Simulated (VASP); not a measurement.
# MgS (Niningerite) (Fm-3m) in VASP: further runs

The runs below take MgS (Niningerite) through single point, with PBE.

All numbers are computed with VASP 6.6.1; they aren't measurements. Logs are shortened: lines on timing, memory, paths and dates and some standing lists are left out, and cuts for length are marked.

## (1) The cell of the first run

The structure is cubic, space group Fm-3m (No. 225). The conventional cell has a = 5.203 Å, b = 5.203 Å, c = 5.203 Å, α = 90.00°, β = 90.00°, γ = 90.00°. Mg (site symmetry m-3m) has 6 S at 2.60 Å within 3.4 Å. Within 3.4 Å of S (site symmetry m-3m) lie 6 Mg at 2.60 Å.

## (2) Single point, PBE

INCAR

```
SYSTEM = MgS
  ALGO = Normal
  EDIFF = 1E-7
  ENCUT = 520
  GGA = PE
  ISIF = 2
  ISMEAR = 0
  LASPH = .TRUE.
  LCHARG = .TRUE.
  LELF = .TRUE.
  LREAL = .FALSE.
  LVHAR = .TRUE.
  LWAVE = .FALSE.
  NBANDS = 11
  NELM = 60
  PREC = Accurate
  SIGMA = 0.01
```

KPOINTS

```
k-points
0
G
  6 6 6
  0 0 0
```

POSCAR

```
MgS
1.0
    0.0000000000      2.6015177410      2.6015177410
    2.6015177410      0.0000000000      2.6015177410
    2.6015177410      2.6015177410      0.0000000000
Mg S
1 1
Direct
    0.0000000000      0.0000000000      0.0000000000
    0.5000000000      0.5000000000      0.5000000000
```

Potentials or basis: VASP PAW PBE potentials, release 64 (Mg, S).

The run is started by

```bash
> cat potpaw_PBE.64/Mg/POTCAR potpaw_PBE.64/S/POTCAR > POTCAR
> mpirun -np 1 vasp_std > vasp.out
```

OUTCAR:

```text
SYSTEM = MgS
   EDIFF = 1E-7
   ENCUT = 520
   GGA = PE
   ISIF = 2
   ISMEAR = 0
   LASPH = .TRUE.
   LREAL = .FALSE.
   NELM = 60
   PREC = Accurate

 ion  position               nearest neighbor table
   1  0.000  0.000  0.000-   2 2.60   2 2.60   2 2.60   2 2.60   2 2.60   2 2.60
   2  0.500  0.500  0.500-   1 2.60   1 2.60   1 2.60   1 2.60   1 2.60   1 2.60

  LATTYP: Found a face centered cubic cell.
 ALAT       =     5.2030354820

  Lattice vectors:

 A1 = (   0.0000000000,   2.6015177410,   2.6015177410)
 A2 = (   2.6015177410,   0.0000000000,   2.6015177410)
 A3 = (   2.6015177410,   2.6015177410,   0.0000000000)

Analysis of symmetry for initial positions (statically):
=====================================================================
 Subroutine PRICEL returns:
 Original cell was already a primitive cell.

 Routine SETGRP: Setting up the symmetry group for a
 face centered cubic supercell.

 Subroutine GETGRP returns: Found 48 space group operations
 (whereof 48 operations were pure point group operations)
 out of a pool of 48 trial point group operations.

The static configuration has the point symmetry O_h .

Analysis of symmetry for dynamics (positions and initial velocities):
=====================================================================
 Subroutine PRICEL returns:
 Original cell was already a primitive cell.

 Routine SETGRP: Setting up the symmetry group for a
 face centered cubic supercell.

 Subroutine GETGRP returns: Found 48 space group operations
 (whereof 48 operations were pure point group operations)
 out of a pool of 48 trial point group operations.

The dynamic configuration has the point symmetry O_h .

 Subroutine INISYM returns: Found 48 space group operations
 (whereof 48 operations are pure point group operations),
 and found     1 'primitive' translations

----------------------------------------------------------------------------------------

                                     Primitive cell

  volume of cell :      35.2136

  direct lattice vectors                    reciprocal lattice vectors
     0.000000000  2.601517741  2.601517741    -0.192195499  0.192195499  0.192195499
     2.601517741  0.000000000  2.601517741     0.192195499 -0.192195499  0.192195499
     2.601517741  2.601517741  0.000000000     0.192195499  0.192195499 -0.192195499

  length of vectors
     3.679101672  3.679101672  3.679101672     0.332892369  0.332892369  0.332892369

[... 78 lines left out ...]
   ISYM   =      2    0-nonsym 1-usesym 2-fastsym
   POTIM  = 0.5000    time-step for ionic-motion
   TEBEG  =    0.0;   TEEND  =   0.0 temperature during run
   PSTRESS=    0.0 pullay stress
   NELECT =       8.0000    total number of electrons
   NUPDOWN=      -1.0000    fix difference up-down
   EMIN   =  10.00;   EMAX   =-10.00  energy-range for DOS
   EFERMI =   0.00;   METHOD = LEGACY
   ISMEAR =     0;   SIGMA  =   0.01  broadening in eV -4-tet -1-fermi 0-gaus
   EFERMI_NEDOS =   21; number of points for ismear=-14 and -15
   IALGO  =     38    algorithm
   IMIX   =      4    mixing-type and parameters
     AMIX     =   0.40;   BMIX     =  1.00
     AMIX_MAG =   1.60;   BMIX_MAG =  1.00
  volume/ion in A,a.u.               =      17.61       118.82
  Fermi-wavevector in a.u.,A,eV,Ry     =   0.998929  1.887702 13.576703  0.997860
  Thomas-Fermi vector in A             =   2.131185
   LORBIT       =      0    0 simple, 1 ext, 2 COOP (PROOUT), +10 PAW based schemes
   GGA     = PE    functional components
   LHFCALC =     F    Hartree Fock is set to
   AEXX    =    0.0000 exact exchange contribution
   IVDW    =     0    specifies the selected vdW correction
   LEPSILON=     F    determine dielectric tensor
   LRPA    =     F    only Hartree local field effects (RPA)
 non-spin polarized calculation
 Gauss-broadening in eV      SIGMA  =   0.01
  energy-cutoff  :      520.00
  volume of cell :       35.21
 maximum number of plane-waves:       960
   NGX = 13   NGY = 13   NGZ = 13

 number of electron       8.0000000 magnetization

 Free energy of the ion-electron system (eV)
  ---------------------------------------------------
  ext. energy  EPLUGINS =         0.00000000
  ---------------------------------------------------
  free energy    TOTEN  =        -8.49917630 eV

  energy without entropy =       -8.49917630  energy(sigma->0) =       -8.49917630

 E-fermi :   3.8029     XC(G=0):  -9.6882

 val. band max:        3.7288656693   @ k =   0.0000   0.0000   0.0000
 cond. band min:       6.5026460741   @ k =   0.5000   0.5000   0.0000
 fundamental gap:      2.7737804047
 Fermi energy:         3.8029003347

 k-point     1 :       0.0000    0.0000    0.0000
  band No.  band energies     occupation
      1      -8.9389      2.00000
      2       3.7289      2.00000
      3       3.7289      2.00000
      4       3.7289      2.00000
      5       7.4393      0.00000
      6      11.6819      0.00000
      7      11.6819      0.00000
      8      11.6819      0.00000
      9      14.0774      0.00000
     10      14.0774      0.00000
     11      16.2661      0.00000
[... 197 lines left out ...]
 k-point    16 :      -0.3333    0.5000    0.1667
  band No.  band energies     occupation
      1      -7.2280      2.00000
      2      -0.0221      2.00000
      3       1.1493      2.00000
      4       1.5157      2.00000
      5       8.1366      0.00000
      6       9.9515      0.00000
      7      12.8874      0.00000
      8      13.5306      0.00000
      9      17.5323      0.00000
     10      18.7679      0.00000
     11      19.1957      0.00000

------------------------ aborting loop because EDIFF is reached ----------------------------------------

  FORCE on cell =-STRESS in cart. coord.  units (eV):
  Direction    XX          YY          ZZ          XY          YZ          ZX
  --------------------------------------------------------------------------------------
  -------------------------------------------------------------------------------------
  Total        0.1974536      0.1974536      0.1974536      0.0000000      0.0000000     -0.0000000
  in kB        8.9839083      8.9839083      8.9839083      0.0000000      0.0000000     -0.0000000
  external PRESSURE =       8.9839083 kB  Pullay stress =       0.0000000 kB

 VOLUME and BASIS-vectors are now :
 -----------------------------------------------------------------------------
  energy-cutoff  :      520.00
  volume of cell :       35.21
      direct lattice vectors                 reciprocal lattice vectors
     0.000000000  2.601517741  2.601517741    -0.192195499  0.192195499  0.192195499
     2.601517741  0.000000000  2.601517741     0.192195499 -0.192195499  0.192195499
     2.601517741  2.601517741  0.000000000     0.192195499  0.192195499 -0.192195499

 POSITION                                       TOTAL-FORCE (eV/Angst)
 -----------------------------------------------------------------------------------
      0.00000      0.00000      0.00000        -0.000000      0.000000     -0.000000
      2.60152      2.60152      2.60152         0.000000     -0.000000      0.000000
 -----------------------------------------------------------------------------------
    total drift:                                0.000000      0.000000      0.000000

  FREE ENERGIE OF THE ION-ELECTRON SYSTEM (eV)
  ---------------------------------------------------
  free  energy   TOTEN  =        -8.4991763049 eV

  energy  without entropy=       -8.4991763049  energy(sigma->0) =       -8.49917630
```

stdout:

```text
POSCAR found type information on POSCAR MgS
 POSCAR found :  2 types and       2 ions
 scaLAPACK will be used
 LDA part: xc-table for (Slater+PW92), standard interpolation
 POSCAR, INCAR and KPOINTS ok, starting setup
 FFT: planning ... GRIDC
 FFT: planning ... GRID_SOFT
 FFT: planning ... GRID
 WAVECAR not read
 entering main loop
```

Wall time 9.9 s (1 thread of Intel Xeon Platinum 8175M at 2.50GHz (Skylake/Cascade Lake), shared host); peak memory 0.15 GiB.

Results:

- Free energy: -8.4992 eV
- Pressure: 0.9 GPa
- Band gap on the k mesh: 2.77 eV, indirect (least direct gap 3.71 eV)

Levels at points of the mesh, in eV from the valence-band top:
```tsv
k point	band 1	band 2	band 3	band 4	band 5	band 6	band 7	band 8
(0.00, 0.00, 0.00)	-12.67	0.00	0.00	0.00	3.71	7.95	7.95	7.95
(0.50, 0.00, 0.00)	-11.36	-4.83	-0.59	-0.59	4.55	6.91	6.91	10.11
(0.50, 0.50, 0.00)	-10.99	-4.19	-1.68	-1.68	2.77	4.39	12.01	12.82
```

A k mesh can miss the band edges. A hybrid or GW would open this gap; PBE tends to underestimate it.

## (3) Single point, PBE

INCAR

```
ALGO = Normal
EDIFF = 1E-6
ENCUT = 520
GGA = PE
ISIF = 2
ISMEAR = 0
LASPH = True
LCHARG = True
LELF = True
LREAL = False
LVHAR = True
LWAVE = False
NBANDS = 11
NELM = 60
PREC = Accurate
SIGMA = 0.01
```

KPOINTS

```
k-points
0
Gamma
  6 6 6
```

POSCAR is that of step 2.

Potentials or basis: VASP PAW PBE potentials, release 64 (Mg, S).

The run is started by

```bash
> cat potpaw_PBE.64/Mg/POTCAR potpaw_PBE.64/S/POTCAR > POTCAR
> mpirun -np 1 vasp_std > vasp.out
```

Run time: 9.3 s. Hardware: 1 thread of Intel Xeon Platinum 8175M at 2.50GHz (Skylake/Cascade Lake), shared host; peak memory 0.15 GiB.

It converged, with:

- Free energy: -8.4992 eV
- Pressure: 0.9 GPa
- Band gap on the k mesh: 2.77 eV, indirect (least direct gap 3.71 eV)

Levels at points of the mesh, in eV from the valence-band top:
| k point | band 1 | band 2 | band 3 | band 4 | band 5 | band 6 | band 7 | band 8 | band 9 |
| --- | --- | --- | --- | --- | --- | --- | --- | --- | --- |
| (0.00, 0.00, 0.00) | -12.67 | 0.00 | 0.00 | 0.00 | 3.71 | 7.95 | 7.95 | 7.95 | 10.35 |
| (0.50, 0.00, 0.00) | -11.36 | -4.83 | -0.59 | -0.59 | 4.55 | 6.91 | 6.91 | 10.11 | 12.15 |
| (0.50, 0.50, 0.00) | -10.99 | -4.19 | -1.68 | -1.68 | 2.77 | 4.39 | 12.01 | 12.82 | 13.37 |

A k mesh can miss the band edges. PBE gaps usually lie below the measured ones, often by a third to a half.
